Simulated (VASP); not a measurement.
# Cd8S9 (a cell with a defect) in VASP: notebook

The runs below take Cd8S9 (a cell with a defect) through single point, with PBE+D3(BJ).

Program: VASP 6.6.1. These are calculated values, not measurements. Logs are shortened: lines on timing, memory, paths and dates and some standing lists are left out, and cuts for length are marked.

**1. The cell of the first run**

The cell holds a defect, 17 atoms: a = 8.270 Å, b = 7.162 Å, c = 6.749 Å, α = 90.00°, β = 90.00°, γ = 90.00°.

**2. Single point, PBE+D3(BJ)**

File INCAR:

```
SYSTEM = Cd8S9
  PREC = Accurate
  ENCUT = 520
  EDIFF = 1E-6
  ISMEAR = -1
  SIGMA = 0.05
  LREAL = Auto
  LASPH = .True.
  NELM = 60
  ALGO = Normal
  ISIF = 2
  LWAVE = .False.
  LCHARG = .False.
  GGA = PE
  IVDW = 12
  NBANDS = 89
```

File KPOINTS:

```
regular mesh
0
Gamma
  2 2 2
  0 0 0
```

File POSCAR:

```
Cd8S9
1.0
   -4.1348000000     -7.1616840000      0.0000000000
    6.2022000000     -3.5808420000      0.0000000000
    0.0000000000      0.0000000000      6.7490000000
Cd S
8 9
Direct
    0.4549398971      0.3757675480      0.0336197955
    0.4673075454      0.6186229465      0.5736998074
    0.1879777770      0.8574135810      0.0321380945
    0.2659214327      0.1472432266      0.4296340199
    0.0251375297      0.2658796327     -0.1209808861
   -0.0556422539      0.6465496773      0.4044302860
    0.7359724161      0.9358128964      0.0618610164
    0.8165255625      0.1988923117      0.5521262409
    0.5547930152      0.3450159878      0.4046673581
    0.4474635483      0.7186598754      0.9305526745
    0.2174398441      0.7754780993      0.4114239147
    0.2985573263      0.1302561725      0.8512224033
    0.0282408497      0.3148834712      0.2882352941
    0.0146414107      0.5983907815      0.7538894651
    0.7162070552      0.8715412163      0.4431915839
    0.7259037648      0.2434082884      0.9188324196
    0.8134489749      0.6283816744      0.9251000148
```

Potentials or basis: VASP PAW PBE potentials, release 64 (Cd, S).

Started as:

```sh
$ cat potpaw_PBE.64/Cd/POTCAR potpaw_PBE.64/S/POTCAR > POTCAR
$ mpirun -np 1 vasp_std > vasp.out
```

OUTCAR:

```text
SYSTEM = Cd8S9
   PREC = Accurate
   ENCUT = 520
   EDIFF = 1E-6
   ISMEAR = -1
   LREAL = Auto
   LASPH = .True.
   NELM = 60
   ISIF = 2
   GGA = PE
   IVDW = 12
 IVDW          = 12

 ion  position               nearest neighbor table
   1  0.455  0.376  0.034-  12 2.51  10 2.55  16 2.55   9 2.65   4 3.50   2 3.56
   2  0.467  0.619  0.574-   9 2.38  10 2.52  11 2.59  15 2.88   1 3.56
   3  0.188  0.857  0.032-  10 2.46  12 2.48  11 2.64  14 3.00   5 3.38   4 3.45   6 3.56
   4  0.266  0.147  0.430-  13 2.49  11 2.70   9 2.78  12 2.86   3 3.45   1 3.50   5 3.73
   5  0.025  0.266  0.879-  12 2.47  16 2.49  14 2.53  13 2.78   8 2.84  17 3.15   3 3.38   7 3.58
                             4 3.73
   6  0.944  0.647  0.404-  11 2.44  14 2.45  15 2.49  13 2.60   8 3.52   7 3.55   3 3.56
   7  0.736  0.936  0.062-  16 2.41  17 2.47  15 2.62  10 2.98   6 3.55   5 3.58
   8  0.817  0.199  0.552-  15 2.59   9 2.60  16 2.61  13 2.63   5 2.84   6 3.52
   9  0.555  0.345  0.405-   2 2.38   8 2.60   1 2.65   4 2.78
  10  0.447  0.719  0.931-   3 2.46   2 2.52   1 2.55   7 2.98
  11  0.217  0.775  0.411-   6 2.44   2 2.59   3 2.64   4 2.70
  12  0.299  0.130  0.851-   5 2.47   3 2.48   1 2.51   4 2.86
  13  0.028  0.315  0.288-   4 2.49   6 2.60   8 2.63   5 2.78
  14  0.015  0.598  0.754-  17 2.04   6 2.45   5 2.53   3 3.00
  15  0.716  0.872  0.443-   6 2.49   8 2.59   7 2.62   2 2.88
  16  0.726  0.243  0.919-   7 2.41   5 2.49   1 2.55   8 2.61
  17  0.813  0.628  0.925-  14 2.04   7 2.47   5 3.15

  LATTYP: Found a simple orthorhombic cell.
 ALAT       =     6.7490000000
 B/A-ratio  =     1.0611473936
 C/A-ratio  =     1.2253074941

  Lattice vectors:

 A1 = (   0.0000000000,   0.0000000000,  -6.7490000000)
 A2 = (   6.2022000000,  -3.5808420000,   0.0000000000)
 A3 = (  -4.1348000000,  -7.1616840000,   0.0000000000)

Analysis of symmetry for initial positions (statically):
=====================================================================
 Subroutine PRICEL returns:
 Original cell was already a primitive cell.

 Routine SETGRP: Setting up the symmetry group for a
 simple orthorhombic supercell.

 Subroutine GETGRP returns: Found  1 space group operations
 (whereof  1 operations were pure point group operations)
 out of a pool of  8 trial point group operations.

The static configuration has the point symmetry C_1 .

Analysis of symmetry for dynamics (positions and initial velocities):
=====================================================================
 Subroutine PRICEL returns:
 Original cell was already a primitive cell.

 Routine SETGRP: Setting up the symmetry group for a
 simple orthorhombic supercell.

 Subroutine GETGRP returns: Found  1 space group operations
 (whereof  1 operations were pure point group operations)
 out of a pool of  8 trial point group operations.

[... 125 lines left out ...]
   NUPDOWN=      -1.0000    fix difference up-down
   EMIN   =  10.00;   EMAX   =-10.00  energy-range for DOS
   EFERMI =   0.00;   METHOD = LEGACY
   ISMEAR =    -1;   SIGMA  =   0.05  broadening in eV -4-tet -1-fermi 0-gaus
   EFERMI_NEDOS =   21; number of points for ismear=-14 and -15
   IALGO  =     38    algorithm
   IMIX   =      4    mixing-type and parameters
     AMIX     =   0.40;   BMIX     =  1.00
     AMIX_MAG =   1.60;   BMIX_MAG =  1.00
  volume/ion in A,a.u.               =      23.51       158.67
  Fermi-wavevector in a.u.,A,eV,Ry     =   1.180843  2.231470 18.971836  1.394391
  Thomas-Fermi vector in A             =   2.317128
   LORBIT       =      0    0 simple, 1 ext, 2 COOP (PROOUT), +10 PAW based schemes
   GGA     = PE    functional components
   LHFCALC =     F    Hartree Fock is set to
   AEXX    =    0.0000 exact exchange contribution
   IVDW    =    12    specifies the selected vdW correction
   LEPSILON=     F    determine dielectric tensor
   LRPA    =     F    only Hartree local field effects (RPA)
 non-spin polarized calculation
  energy-cutoff  :      520.00
  volume of cell :      399.70
 maximum number of plane-waves:     10818
 NGX is ok and might be reduce to    64
   NGX = 31   NGY = 27   NGZ = 25

 number of electron     149.9999997 magnetization

 Free energy of the ion-electron system (eV)
  ---------------------------------------------------
  ext. energy  EPLUGINS =         0.00000000
  ---------------------------------------------------
  free energy    TOTEN  =       -47.72319160 eV

  energy without entropy =      -47.70427363  energy(sigma->0) =      -47.71373262

 E-fermi :   2.6088     XC(G=0):  -9.4768

 val. band max:        2.5057473050   @ k =   0.5000  -0.0000   0.0000
 cond. band min:       2.6649455406   @ k =   0.0000   0.0000   0.0000
 fundamental gap:      0.1591982355
 Fermi energy:         2.6088050019

 k-point     1 :       0.0000    0.0000    0.0000
  band No.  band energies     occupation
      1     -12.5740      2.00000
      2     -10.7548      2.00000
      3     -10.3998      2.00000
      4     -10.1869      2.00000
      5     -10.0212      2.00000
      6      -9.9429      2.00000
[... 709 lines left out ...]
     86       6.6404      0.00000
     87       6.9578      0.00000
 [bands above 87 left out]

------------------------ aborting loop because EDIFF is reached ----------------------------------------

 Edisp (eV)   -5.46627

 E8    (eV) :    -2.2169

  FORCE on cell =-STRESS in cart. coord.  units (eV):
  Direction    XX          YY          ZZ          XY          YZ          ZX
  --------------------------------------------------------------------------------------
  -------------------------------------------------------------------------------------
  Total       9.87266     2.97356    -0.35343     1.93459     1.89903     0.19020
  in kB      39.57362    11.91923    -1.41669     7.75461     7.61208     0.76241
  external pressure =       16.69 kB  Pullay stress =        0.00 kB

 VOLUME and BASIS-vectors are now :
 -----------------------------------------------------------------------------
  energy-cutoff  :      520.00
  volume of cell :      399.70
      direct lattice vectors                 reciprocal lattice vectors
    -4.134800000 -7.161684000  0.000000000    -0.060462417 -0.104723973  0.000000000
     6.202200000 -3.580842000  0.000000000     0.120924833 -0.069815982  0.000000000
     0.000000000  0.000000000  6.749000000     0.000000000  0.000000000  0.148170099

 POSITION                                       TOTAL-FORCE (eV/Angst)
 -----------------------------------------------------------------------------------
      0.44950     -4.60370      0.22690         0.694320     -0.458865      0.418166
      1.90460     -5.56190      3.87190         0.890512     -0.659496      0.315501
      4.54060     -4.41650      0.21690        -0.632339      0.512259      0.453478
     -0.18630     -2.43170      2.89960        -0.557406     -0.376122      0.599822
      1.54510     -1.13210      5.93250        -0.175905     -0.652330      0.939631
      0.10530     -9.07838      2.72950         0.409545      0.909298     -0.987835
[... 9 lines left out ...]
     -1.49180     -6.07030      6.20120        -0.760781      0.296119     -0.688239
      0.53390     -8.07580      6.24350         0.805190     -0.175754      0.659210
 -----------------------------------------------------------------------------------
    total drift:                               -0.001018     -0.002511     -0.000062

  FREE ENERGIE OF THE ION-ELECTRON SYSTEM (eV)
  ---------------------------------------------------
  free  energy   TOTEN  =       -53.1894578462 eV

  energy  without entropy=      -53.1705398711  energy(sigma->0) =      -53.17999886
```

Run time: 6.2 min. Hardware: 1 thread of Intel Xeon Platinum 8259CL at 2.50GHz (Skylake/Cascade Lake), shared host; peak memory 0.49 GiB.

Results:

```yaml
Free_energy: -53.1895 eV
Pressure: 1.7 GPa
Largest_force: 2.122 eV/Å
Band_gap_on_the_k_mesh: 0.16 eV
Dispersion_energy_per_atom: -0.322 eV
```

Forces on the atoms (eV/Å):
```
Cd   0.694 -0.459  0.418
Cd   0.891 -0.659  0.316
Cd  -0.632  0.512  0.453
Cd  -0.557 -0.376  0.600
Cd  -0.176 -0.652  0.940
Cd   0.410  0.909 -0.988
Cd  -0.171  0.636  0.387
Cd  -0.063  0.827 -0.765
S   -0.267  1.147 -0.696
S   -1.200 -0.008 -0.112
S    1.015 -1.626 -0.911
S    0.577  0.151 -0.695
S   -0.258  0.219  0.292
S   -0.290 -0.894  1.259
S   -0.018  0.152 -0.469
S   -0.761  0.296 -0.688
S    0.805 -0.176  0.659
```

Stress tensor (GPa, compression positive):
```
 3.96  0.78  0.08
 0.78  1.19  0.76
 0.08  0.76 -0.14
```

Levels at points of the mesh, in eV from the valence-band top:
| k point | band 73 | band 74 | band 75 | band 76 | band 77 | band 78 |
| --- | --- | --- | --- | --- | --- | --- |
| (0.00, 0.00, 0.00) | -0.75 | -0.46 | -0.06 | 0.16 | 1.45 | 1.74 |
| (0.50, 0.00, 0.00) | -0.85 | -0.13 | 0.00 | 1.09 | 1.33 | 1.95 |
| (0.00, 0.50, 0.00) | -0.98 | -0.64 | -0.19 | 1.05 | 1.40 | 1.63 |
| (0.50, 0.50, 0.00) | -1.01 | -0.82 | -0.04 | 1.29 | 1.55 | 1.97 |
| (0.00, 0.00, 0.50) | -0.95 | -0.74 | -0.11 | 0.79 | 1.26 | 1.65 |
| (0.50, 0.00, 0.50) | -1.12 | -0.30 | -0.09 | 1.19 | 1.60 | 2.10 |
| (0.00, 0.50, 0.50) | -1.18 | -0.76 | -0.62 | 0.91 | 1.24 | 2.10 |
| (0.50, 0.50, 0.50) | -1.17 | -0.76 | -0.28 | 1.23 | 1.57 | 2.22 |

Caveat: the k points lie up to 0.47 Å⁻¹ apart.

**3. Single point, PBE+D3(BJ)**

File INCAR:

```
PREC = Accurate
ENCUT = 520
EDIFF = 1E-7
ISMEAR = -1
SIGMA = 0.05
LREAL = Auto
LASPH = T
NELM = 60
ALGO = Normal
ISIF = 2
LWAVE = F
LCHARG = F
GGA = PE
IVDW = 12
NBANDS = 89
```

File KPOINTS:

```
regular mesh
0
Gamma
  2 2 2
```

File POSCAR:

```
Cd8S9
1.0
   -4.1348000000     -7.1616840000      0.0000000000
    6.2022000000     -3.5808420000      0.0000000000
    0.0000000000      0.0000000000      6.7490000000
Cd S
8 9
Direct
    0.3015951124      0.3253902600     -0.0022225515
    0.4261533512      0.6423138365      0.5322269966
    0.2349149732      0.8498317421     -0.0915543043
    0.3069001527      0.1359954131      0.5157060305
   -0.1097820153      0.2398944444      0.0330419321
    0.0257435263      0.7155113238      0.3141650615
    0.6519669626      0.9331935437      0.0102830049
    0.7166032882      0.2001243552      0.4288190843
    0.4652704839      0.3421206018      0.2978367166
    0.4917456522      0.6640820875      0.8714476219
    0.2946736381      0.8608423719      0.2934656986
    0.1333785689      0.1451571550      0.8017187732
    0.0474514965      0.3355264983      0.3625129649
    0.0786211647      0.6793206913      0.6834938509
    0.7358372893      0.8144916359      0.3390131871
    0.5701111230      0.1759207171      0.7592532227
    0.8866646625      0.7137114325      0.9349088754
```

Potentials or basis: VASP PAW PBE potentials, release 64 (Cd, S).

Started as:

```sh
$ cat potpaw_PBE.64/Cd/POTCAR potpaw_PBE.64/S/POTCAR > POTCAR
$ mpirun -np 1 vasp_std > vasp.out
```

OUTCAR:

```text
PREC = Accurate
   ENCUT = 520
   EDIFF = 1E-7
   ISMEAR = -1
   LREAL = Auto
   LASPH = T
   NELM = 60
   ISIF = 2
   GGA = PE
   IVDW = 12
 IVDW          = 12

 ion  position               nearest neighbor table
   1  0.302  0.325  0.998-  12 2.31   9 2.44  16 2.94  10 3.01  13 3.24   5 3.46   3 3.50   4 3.53
                             4 3.75
   2  0.426  0.642  0.532-  10 2.36  11 2.50   9 2.69  14 3.06  15 3.13   3 3.34   6 3.66   4 3.67
                             4 3.76
   3  0.235  0.850  0.908-  14 2.34  12 2.39  10 2.52  11 2.65  17 3.05   2 3.34   6 3.38   4 3.40
                             1 3.50   7 3.57
   4  0.307  0.136  0.516-  12 2.41   9 2.46  11 2.48  16 2.74  13 2.78   3 3.40   8 3.47   1 3.53
                             2 3.67   1 3.75   2 3.76
   5  0.890  0.240  0.033-  12 2.63  13 2.67   7 2.95   8 3.05  16 3.26   1 3.46
   6  0.026  0.716  0.314-  11 2.46  15 2.51  14 2.54  13 2.75  17 2.81   3 3.38   2 3.66
   7  0.652  0.933  0.010-  15 2.48  10 2.52  16 2.52  17 2.55   5 2.95   8 3.45   3 3.57
   8  0.717  0.200  0.429-   9 2.48  16 2.54  15 2.83  13 2.94   5 3.05   7 3.45   4 3.47
   9  0.465  0.342  0.298-   1 2.44   4 2.46   8 2.48   2 2.69
  10  0.492  0.664  0.871-   2 2.36   3 2.52   7 2.52   1 3.01
[... 217 lines left out ...]
      3     -10.6434      2.00000
      4     -10.3954      2.00000
      5     -10.0759      2.00000
      6      -9.8759      2.00000
[... 709 lines left out ...]
     86       6.7420      0.00000
     87       6.7837      0.00000
 [bands above 87 left out]

------------------------ aborting loop because EDIFF is reached ----------------------------------------

 Edisp (eV)   -5.46848

 E8    (eV) :    -2.2163

  FORCE on cell =-STRESS in cart. coord.  units (eV):
  Direction    XX          YY          ZZ          XY          YZ          ZX
  --------------------------------------------------------------------------------------
  -------------------------------------------------------------------------------------
  Total       5.15978     5.55709     8.48591    -0.33424    -3.08449    -0.18318
  in kB      20.68249    22.27507    34.01496    -1.33978   -12.36390    -0.73427
  external pressure =       25.66 kB  Pullay stress =        0.00 kB

 VOLUME and BASIS-vectors are now :
 -----------------------------------------------------------------------------
  energy-cutoff  :      520.00
  volume of cell :      399.70
      direct lattice vectors                 reciprocal lattice vectors
    -4.134800000 -7.161684000  0.000000000    -0.060462417 -0.104723973  0.000000000
     6.202200000 -3.580842000  0.000000000     0.120924833 -0.069815982  0.000000000
     0.000000000  0.000000000  6.749000000     0.000000000  0.000000000  0.148170099

 POSITION                                       TOTAL-FORCE (eV/Angst)
 -----------------------------------------------------------------------------------
      0.77110     -3.32510      6.73400         0.467294     -1.729834      0.479557
      2.22170     -5.35200      3.59200        -0.557513     -0.415168     -1.228936
      4.29950     -4.72550      6.13110        -0.660699     -1.043521      1.503313
     -0.42550     -2.68490      3.48050         0.030773     -0.002392     -0.591957
     -2.19300     -7.23448      0.22300         0.356915     -0.509664     -0.011257
      4.33130     -2.74650      2.12030        -0.011236      0.897962     -0.332657
[... 9 lines left out ...]
     -1.26620     -4.71290      5.12420        -0.122997     -0.646653      0.642605
      0.76040     -8.90570      6.30970        -1.916051     -1.169585     -0.920547
 -----------------------------------------------------------------------------------
    total drift:                               -0.001800      0.004212     -0.010698

  FREE ENERGIE OF THE ION-ELECTRON SYSTEM (eV)
  ---------------------------------------------------
  free  energy   TOTEN  =       -51.6020483401 eV

  energy  without entropy=      -51.5769736065  energy(sigma->0) =      -51.58951097
```

OSZICAR:

```text
N       E                     dE             d eps       ncg     rms          rms(c)
DAV:   1     0.113061432512E+04    0.11306E+04   -0.73054E+04  1424   0.156E+03
DAV:   2     0.346741396170E+02   -0.10959E+04   -0.10616E+04  1561   0.386E+02
DAV:   3    -0.499438252757E+02   -0.84618E+02   -0.83528E+02  1632   0.102E+02
DAV:   4    -0.517214064508E+02   -0.17776E+01   -0.17692E+01  1592   0.136E+01
DAV:   5    -0.517627453133E+02   -0.41339E-01   -0.41319E-01  1640   0.197E+00    0.262E+01
DAV:   6    -0.462475143203E+02    0.55152E+01   -0.12103E+01  1740   0.207E+01    0.206E+01
DAV:   7    -0.462011848631E+02    0.46329E-01   -0.47619E+00  1576   0.730E+00    0.876E+00
DAV:   8    -0.461420558244E+02    0.59129E-01   -0.73971E-01  1584   0.500E+00    0.157E+00
DAV:   9    -0.461321071661E+02    0.99487E-02   -0.82320E-02  1584   0.195E+00    0.531E-01
DAV:  10    -0.461330284541E+02   -0.92129E-03   -0.13507E-02  1608   0.509E-01    0.287E-01
DAV:  11    -0.461333171156E+02   -0.28866E-03   -0.12588E-03  1600   0.189E-01    0.156E-01
DAV:  12    -0.461335209892E+02   -0.20387E-03   -0.31085E-04  1560   0.701E-02    0.538E-02
DAV:  13    -0.461335610882E+02   -0.40099E-04   -0.70132E-05  1584   0.402E-02    0.251E-02
DAV:  14    -0.461335652832E+02   -0.41949E-05   -0.91381E-06  1664   0.119E-02    0.107E-02
DAV:  15    -0.461335672233E+02   -0.19401E-05   -0.24376E-06  1560   0.569E-03    0.426E-03
DAV:  16    -0.461335673267E+02   -0.10342E-06   -0.31898E-07  1224   0.222E-03    0.214E-03
DAV:  17    -0.461335673551E+02   -0.28398E-07   -0.11747E-07  1016   0.119E-03
   1 F= -.51602048E+02 E0= -.51589511E+02  d E =-.250747E-01
```

It took 13 min on 1 thread of AMD EPYC 7R43 (Zen 3), shared host; peak memory 0.45 GiB.

What came out:

* Free energy: -51.6020 eV
* Pressure: 2.6 GPa
* Largest force: 2.536 eV/Å
* Band gap on the k mesh: zero (band 75 reaches 2.46 eV, above the bottom of band 76 at 2.39 eV)
* Dispersion energy per atom: -0.322 eV

Forces on the atoms (eV/Å):
```
Cd   0.467 -1.730  0.480
Cd  -0.558 -0.415 -1.229
Cd  -0.661 -1.044  1.503
Cd   0.031 -0.002 -0.592
Cd   0.357 -0.510 -0.011
Cd  -0.011  0.898 -0.333
Cd   0.362  0.176 -0.360
Cd  -1.205 -0.721  0.259
S    0.743 -0.806  0.130
S   -0.579  0.881  0.536
S   -0.226 -0.120 -0.263
S    1.494  1.275  0.214
S    0.766  1.426 -1.155
S    0.072  2.465  0.588
S    0.986  0.041  0.510
S   -0.123 -0.647  0.643
S   -1.916 -1.170 -0.921
```

Caveat: the k points lie up to 0.47 Å⁻¹ apart.
